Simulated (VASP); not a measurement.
# MgO in VASP: a series of runs

Runs on MgO. Level: r2SCAN. Tasks: single point.

Program: VASP 6.6.1. These are calculated values, not measurements. Logs are shortened: lines on timing, memory, paths and dates and some standing lists are left out, and cuts for length are marked.

**1. The cell of the first run**

It takes space group P4/mmm (No. 123, tetragonal). The conventional cell has a = 2.623 Å, b = 2.623 Å, c = 2.556 Å, α = 90.00°, β = 90.00°, γ = 90.00°. Within 3.0 Å of Mg (site symmetry 4/mmm) lie 8 O at 2.25 Å and 6 Mg at 2.56 to 2.62 Å. Within 3.0 Å of O (site symmetry 4/mmm) lie 8 Mg at 2.25 Å and 6 O at 2.56 to 2.62 Å.

**2. Single point, r2SCAN (uniaxial x strain -2.6%)**

Contents of POSCAR:

```
MgO
1.0
    2.5561913908      0.0000000000      0.0000000000
    0.0000000000      2.6233491285      0.0000000000
    0.0000000000      0.0000000000      2.6233491285
Mg O
1 1
Direct
    0.0000000000      0.0000000000      0.0000000000
    0.5000000000      0.5000000000      0.5000000000
```

Contents of INCAR.step1:

```
SYSTEM = MgO
PREC = Accurate
ENCUT = 920
ISMEAR = 0
SIGMA = 0.01
LREAL = .False.
LASPH = .True.
NELM = 120
NBANDS = 15
GGA = PE
ALGO = Normal
EDIFF = 1E-5
LWAVE = .True.
LCHARG = .False.
GGA_COMPAT = .False.
```

Contents of INCAR.step2:

```
SYSTEM = MgO
PREC = Accurate
ENCUT = 920
EDIFF = 1E-6
ISMEAR = 0
SIGMA = 0.01
LREAL = .False.
LASPH = .True.
NELM = 120
ALGO = Normal
ISIF = 2
LWAVE = .False.
LCHARG = .False.
METAGGA = R2SCAN
LMIXTAU = .True.
NBANDS = 15
ISTART = 1
GGA_COMPAT = .False.
```

Contents of KPOINTS:

```
regular mesh
0
Gamma
  10 10 10
  0 0 0
```

Potentials or basis: VASP PAW PBE potentials, release 64 (Mg_sv, O).

Run with:

```
cat potpaw_PBE.64/Mg_sv/POTCAR potpaw_PBE.64/O/POTCAR > POTCAR
cp INCAR.step1 INCAR
mpirun -np 1 vasp_std > vasp.out
cp INCAR.step2 INCAR
mpirun -np 1 vasp_std > vasp.out
```

OUTCAR:

```text
SYSTEM = MgO
   PREC = Accurate
   ENCUT = 920
   EDIFF = 1E-6
   ISMEAR = 0
   LREAL = .False.
   LASPH = .True.
   NELM = 120
   ISIF = 2
   METAGGA = R2SCAN
   ISTART = 1

 ion  position               nearest neighbor table
   1  0.000  0.000  0.000-
   2  0.500  0.500  0.500-

  LATTYP: Found a simple tetragonal cell.
 ALAT       =     2.6233491285
 C/A-ratio  =     0.9744000000

  Lattice vectors:

 A1 = (   0.0000000000,   2.6233491285,   0.0000000000)
 A2 = (   0.0000000000,   0.0000000000,   2.6233491285)
 A3 = (   2.5561913908,   0.0000000000,   0.0000000000)

Analysis of symmetry for initial positions (statically):
=====================================================================
 Subroutine PRICEL returns:
 Original cell was already a primitive cell.

 Routine SETGRP: Setting up the symmetry group for a
 simple tetragonal supercell.

 Subroutine GETGRP returns: Found 16 space group operations
 (whereof 16 operations were pure point group operations)
 out of a pool of 16 trial point group operations.

The static configuration has the point symmetry D_4h.

Analysis of symmetry for dynamics (positions and initial velocities):
=====================================================================
 Subroutine PRICEL returns:
 Original cell was already a primitive cell.

 Routine SETGRP: Setting up the symmetry group for a
 simple tetragonal supercell.

 Subroutine GETGRP returns: Found 16 space group operations
 (whereof 16 operations were pure point group operations)
 out of a pool of 16 trial point group operations.

The dynamic configuration has the point symmetry D_4h.

 Subroutine INISYM returns: Found 16 space group operations
 (whereof 16 operations are pure point group operations),
 and found     1 'primitive' translations

----------------------------------------------------------------------------------------

                                     Primitive cell

  volume of cell :      17.5916

  direct lattice vectors                    reciprocal lattice vectors
     2.556191391  0.000000000  0.000000000     0.391207014  0.000000000  0.000000000
     0.000000000  2.623349129  0.000000000     0.000000000  0.381192114  0.000000000
     0.000000000  0.000000000  2.623349129     0.000000000  0.000000000  0.381192114

  length of vectors
     2.556191391  2.623349129  2.623349129     0.391207014  0.381192114  0.381192114

  position of ions in fractional coordinates (direct lattice)
     0.000000000  0.000000000  0.000000000
     0.500000000  0.500000000  0.500000000

  ion indices of the primitive-cell ions
   primitive index   ion index
                 1           1
                 2           2

----------------------------------------------------------------------------------------

 KPOINTS: regular mesh

Automatic generation of k-mesh.
 Grid dimensions read from file:
 generate k-points for:   10   10   10

 Generating k-lattice:

  Cartesian coordinates                     Fractional coordinates (reciprocal lattice)
     0.039120701  0.000000000  0.000000000     0.100000000  0.000000000  0.000000000
     0.000000000  0.038119211  0.000000000     0.000000000  0.100000000  0.000000000
     0.000000000  0.000000000  0.038119211     0.000000000  0.000000000  0.100000000

  Length of vectors
     0.039120701  0.038119211  0.038119211

  Shift w.r.t. Gamma in fractional coordinates (k-lattice)
     0.000000000  0.000000000  0.000000000

 Subroutine IBZKPT returns following result:
 ===========================================

 Found    126 irreducible k-points:

 Following reciprocal coordinates:
            Coordinates               Weight
  0.000000  0.000000  0.000000      1.000000
  0.100000  0.000000  0.000000      2.000000
  0.200000  0.000000  0.000000      2.000000
  0.300000  0.000000  0.000000      2.000000
  0.400000  0.000000  0.000000      2.000000
  0.500000  0.000000  0.000000      1.000000
[... 16 lines left out ...]
  0.400000  0.300000  0.000000      8.000000
  0.500000  0.300000  0.000000      4.000000
 [... further k-points ...]
   k-points           NKPTS =    126   k-points in BZ     NKDIM =    126   number of bands    NBANDS=     15
   number of dos      NEDOS =    301   number of ions     NIONS =      2
   total plane-waves  NPLWV =  21952
   dimension x,y,z NGX =    28 NGY =   28 NGZ =   28
   dimension x,y,z NGXF=    56 NGYF=   56 NGZF=   56
   ions per type =               1   1
   NGX,Y,Z   is equivalent  to a cutoff of  18.21, 17.74, 17.74 a.u.
   NGXF,Y,Z  is equivalent  to a cutoff of  36.42, 35.49, 35.49 a.u.
 SYSTEM =  MgO
   PREC   = accura    normal or accurate (medium, high low for compatibility)
   ISTART =      1    job   : 0-new  1-cont  2-samecut
   ICHARG =      0    charge: 1-file 2-atom 10-const
   ISPIN  =      1    spin polarized calculation?
   LNONCOLLINEAR =      F non collinear calculations
   LSORBIT =      F    spin-orbit coupling
   LASPH  =      T    aspherical Exc in radial PAW
   ENCUT  =  920.0 eV  67.62 Ry    8.22 a.u.   6.32  6.49  6.49*2*pi/ulx,y,z
   NELM   =    120;   NELMIN=  2; NELMDL=  0     # of ELM steps
   EDIFF  = 0.1E-05   stopping-criterion for ELM
   LREAL  =      F    real-space projection
   EDIFFG = 0.1E-04   stopping-criterion for IOM
   NSW    =      0    number of steps for IOM
   IBRION =     -1    ionic relax: 0-MD 1-quasi-New 2-CG
   NFREE  =      0    steps in history (QN), initial steepest desc. (CG)
   ISIF   =      2    stress and relaxation
   ISYM   =      2    0-nonsym 1-usesym 2-fastsym
   POTIM  = 0.5000    time-step for ionic-motion
   TEBEG  =    0.0;   TEEND  =   0.0 temperature during run
   PSTRESS=    0.0 pullay stress
   NELECT =      16.0000    total number of electrons
   NUPDOWN=      -1.0000    fix difference up-down
   EMIN   =  10.00;   EMAX   =-10.00  energy-range for DOS
   EFERMI =   0.00;   METHOD = LEGACY
   ISMEAR =     0;   SIGMA  =   0.01  broadening in eV -4-tet -1-fermi 0-gaus
   EFERMI_NEDOS =   21; number of points for ismear=-14 and -15
   IALGO  =     38    algorithm
   IMIX   =      4    mixing-type and parameters
     AMIX     =   0.40;   BMIX     =  1.00
     AMIX_MAG =   1.60;   BMIX_MAG =  1.00
  volume/ion in A,a.u.               =       8.80        59.36
  Fermi-wavevector in a.u.,A,eV,Ry     =   1.586157  2.997403 34.230838  2.515896
  Thomas-Fermi vector in A             =   2.685512
   LORBIT       =      0    0 simple, 1 ext, 2 COOP (PROOUT), +10 PAW based schemes
   METAGGA = R2SCAN    functional components
   LHFCALC =     F    Hartree Fock is set to
   AEXX    =    0.0000 exact exchange contribution
   IVDW    =     0    specifies the selected vdW correction
   LEPSILON=     F    determine dielectric tensor
   LRPA    =     F    only Hartree local field effects (RPA)
 non-spin polarized calculation
 Gauss-broadening in eV      SIGMA  =   0.01
  energy-cutoff  :      920.00
  volume of cell :       17.59
 maximum number of plane-waves:      1140
 NGX is ok and might be reduce to    28
   NGX = 13   NGY = 13   NGZ = 13

 number of electron      16.0000000 magnetization

 Free energy of the ion-electron system (eV)
  ---------------------------------------------------
  ext. energy  EPLUGINS =         0.00000000
  ---------------------------------------------------
  free energy    TOTEN  =       -14.51416157 eV

  energy without entropy =      -14.51416157  energy(sigma->0) =      -14.51416157

 E-fermi :   5.0841     XC(G=0): -12.4956

 val. band max:        4.9585130472   @ k =   0.0000   0.5000   0.5000
 cond. band min:       8.5188425710   @ k =   0.0000   0.0000   0.0000
 fundamental gap:      3.5603295238
 Fermi energy:         5.0841015150

 k-point     1 :       0.0000    0.0000    0.0000
  band No.  band energies     occupation
      1     -72.8099      2.00000
      2     -37.8649      2.00000
      3     -37.8538      2.00000
      4     -37.8538      2.00000
      5     -14.9788      2.00000
      6       3.5499      2.00000
      7       3.5499      2.00000
      8       3.9737      2.00000
      9       8.5188      0.00000
     10      16.0526      0.00000
     11      16.6116      0.00000
     12      26.9829      0.00000
     13      26.9829      0.00000
     14      27.8083      0.00000
     15      33.6148      0.00000

 k-point     2 :       0.1000    0.0000    0.0000
  band No.  band energies     occupation
      1     -72.8082      2.00000
      2     -37.8810      2.00000
      3     -37.8523      2.00000
      4     -37.8523      2.00000
      5     -14.8662      2.00000
      6       3.1306      2.00000
      7       3.5984      2.00000
      8       3.5984      2.00000
      9       9.0706      0.00000
     10      16.2829      0.00000
     11      16.8983      0.00000
     12      26.7880      0.00000
     13      26.7880      0.00000
     14      27.9742      0.00000
     15      33.3871      0.00000

 k-point     3 :       0.2000    0.0000    0.0000
  band No.  band energies     occupation
      1     -72.8039      2.00000
      2     -37.9231      2.00000
      3     -37.8484      2.00000
      4     -37.8484      2.00000
      5     -14.5547      2.00000
      6       1.4380      2.00000
      7       3.7281      2.00000
      8       3.7281      2.00000
      9      10.1203      0.00000
     10      16.9709      0.00000
     11      17.2997      0.00000
     12      26.1936      0.00000
     13      26.1936      0.00000
     14      28.8389      0.00000
     15      31.2995      0.00000

 k-point     4 :       0.3000    0.0000    0.0000
  band No.  band energies     occupation
      1     -72.7984      2.00000
      2     -37.9749      2.00000
      3     -37.8434      2.00000
      4     -37.8434      2.00000
      5     -14.1297      2.00000
      6      -0.2366      2.00000
      7       3.8947      2.00000
      8       3.8947      2.00000
      9      11.2515      0.00000
     10      17.1219      0.00000
     11      18.1025      0.00000
     12      25.3319      0.00000
     13      25.3319      0.00000
     14      27.8372      0.00000
     15      30.6585      0.00000
[... 307 lines left out ...]
 k-point    22 :       0.3000    0.3000    0.0000
  band No.  band energies     occupation
      1     -72.7903      2.00000
      2     -37.9624      2.00000
      3     -37.9257      2.00000
      4     -37.8360      2.00000
      5     -13.5028      2.00000
      6       0.2237      2.00000
      7       0.9190      2.00000
      8       4.2440      2.00000
      9      13.2225      0.00000
     10      15.6035      0.00000
     11      18.3406      0.00000
     12      23.5956      0.00000
     13      25.3803      0.00000
     14      27.0507      0.00000
     15      27.7362      0.00000

 k-point    23 :       0.4000    0.3000    0.0000
  band No.  band energies     occupation
      1     -72.7859      2.00000
      2     -38.0019      2.00000
      3     -37.9199      2.00000
      4     -37.8323      2.00000
      5     -13.1879      2.00000
      6      -0.4910      2.00000
      7       0.9712      2.00000
      8       4.4075      2.00000
      9      13.0319      0.00000
     10      15.5687      0.00000
     11      18.5407      0.00000
     12      22.4298      0.00000
     13      25.1568      0.00000
     14      26.4863      0.00000
     15      29.2988      0.00000

 k-point    24 :       0.5000    0.3000    0.0000
  band No.  band energies     occupation
      1     -72.7843      2.00000
      2     -38.0170      2.00000
      3     -37.9176      2.00000
      4     -37.8309      2.00000
      5     -13.0590      2.00000
      6      -0.8654      2.00000
      7       1.1227      2.00000
      8       4.4717      2.00000
      9      12.7778      0.00000
     10      15.7727      0.00000
     11      18.6177      0.00000
     12      21.9214      0.00000
     13      24.9230      0.00000
     14      26.4660      0.00000
     15      30.7333      0.00000

 [... further k-points ...]

------------------------ aborting loop because EDIFF is reached ----------------------------------------

  FORCE on cell =-STRESS in cart. coord.  units (eV):
  Direction    XX          YY          ZZ          XY          YZ          ZX
  --------------------------------------------------------------------------------------
  -------------------------------------------------------------------------------------
  Total        1.9147924     -0.1338550     -0.1338550      0.0000000      0.0000000     -0.0000000
  in kB      174.3920675    -12.1910085    -12.1910085      0.0000000      0.0000000     -0.0000000
  external PRESSURE =      50.0033501 kB  Pullay stress =       0.0000000 kB

 VOLUME and BASIS-vectors are now :
 -----------------------------------------------------------------------------
  energy-cutoff  :      920.00
  volume of cell :       17.59
      direct lattice vectors                 reciprocal lattice vectors
     2.556191391  0.000000000  0.000000000     0.391207014  0.000000000  0.000000000
     0.000000000  2.623349129  0.000000000     0.000000000  0.381192114  0.000000000
     0.000000000  0.000000000  2.623349129     0.000000000  0.000000000  0.381192114

 POSITION                                       TOTAL-FORCE (eV/Angst)
 -----------------------------------------------------------------------------------
      0.00000      0.00000      0.00000         0.000000      0.000000      0.000000
      1.27810      1.31167      1.31167         0.000000      0.000000      0.000000
 -----------------------------------------------------------------------------------
    total drift:                               -0.000000      0.000000      0.000000

  FREE ENERGIE OF THE ION-ELECTRON SYSTEM (eV)
  ---------------------------------------------------
  free  energy   TOTEN  =       -14.5141615703 eV

  energy  without entropy=      -14.5141615703  energy(sigma->0) =      -14.51416157
```

Run time: 3.6 min. Hardware: 1 thread of Intel Xeon Platinum 8259CL at 2.50GHz (Skylake/Cascade Lake), shared host; peak memory 0.21 GiB.

What came out:

| Quantity | Value |
| --- | --- |
| Free energy | -14.5142 eV |
| Pressure | 5.0 GPa |
| Band gap on the k mesh | 3.56 eV (least direct gap 4.55 eV) |

Caveat: the cell differs from its parent crystal (uniaxial x strain -2.6%); the stress differs along the axes, from -1 to 17 GPa; the structure was generated, so it needn't be the stable form of MgO; the PAW data sets were made with another functional, which shifts forces and pressure a little.

[end of part 1 of 2]
